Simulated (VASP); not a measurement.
Write the native input for VASP 6.6.1 that does the following.

```yaml
Task: single point
Functional: r2SCAN
Potentials_or_basis: VASP PAW PBE potentials, release 64 (Cd, Te)
Cutoff: 520 eV
k_mesh: 6 × 6 × 6
Occupations: gaussian, width 0.01 eV
Spin: no spin polarisation
Dipole_correction: no
Further_INCAR_settings: ALGO = Normal; EDIFF = 1e-06; NBANDS = 16
```

Crystal: CdTe.

```
CELL_PARAMETERS angstrom
0.00000 3.34555 3.34555
3.34555 0.00000 3.34555
3.34555 3.34555 0.00000
ATOMIC_POSITIONS crystal
Cd 0.00000 0.00000 0.00000
Te 0.25000 0.25000 0.25000
```

This cell differs from its parent crystal: strain +2.0%.

The input as run:

POSCAR

```
CdTe
1.0
    0.0000000000      3.3455542182      3.3455542182
    3.3455542182      0.0000000000      3.3455542182
    3.3455542182      3.3455542182      0.0000000000
Cd Te
1 1
Direct
    0.0000000000      0.0000000000      0.0000000000
    0.2500000000      0.2500000000      0.2500000000
```

INCAR.step1

```
PREC = Accurate ; ENCUT = 520
ISMEAR = 0 ; SIGMA = 0.01
LREAL = False ; LASPH = True
NELM = 100 ; NBANDS = 16
GGA = PE ; ALGO = Normal
EDIFF = 1E-4 ; LWAVE = True
LCHARG = False
```

INCAR.step2

```
PREC = Accurate ; ENCUT = 520
EDIFF = 1E-6 ; ISMEAR = 0
SIGMA = 0.01 ; LREAL = False
LASPH = True ; NELM = 100
ALGO = Normal ; ISIF = 2
LWAVE = False ; LCHARG = False
METAGGA = R2SCAN ; LMIXTAU = True
NBANDS = 16 ; ISTART = 1
```

KPOINTS

```
regular mesh
0
Gamma
  6 6 6
```

Potentials or basis: VASP PAW PBE potentials, release 64 (Cd, Te).

The run is started by

```sh
$ cat potpaw_PBE.64/Cd/POTCAR potpaw_PBE.64/Te/POTCAR > POTCAR
$ cp INCAR.step1 INCAR
$ mpirun -np 1 vasp_std > vasp.out
$ cp INCAR.step2 INCAR
$ mpirun -np 1 vasp_std > vasp.out
```

Results of the run:

| Property | Result |
| --- | --- |
| Pressure | -2.0 GPa |
| Band gap on the k mesh | 0.96 eV, direct |

Caveat: the cell differs from its parent crystal (strain +2.0%); the PAW data sets were made with another functional, which shifts forces and pressure a little; spin-orbit coupling is left out, which moves the levels of the heavy elements.

Run time: 68 s on 1 thread of Intel Xeon 6975P-C, on a shared host, peak memory 0.22 GiB.
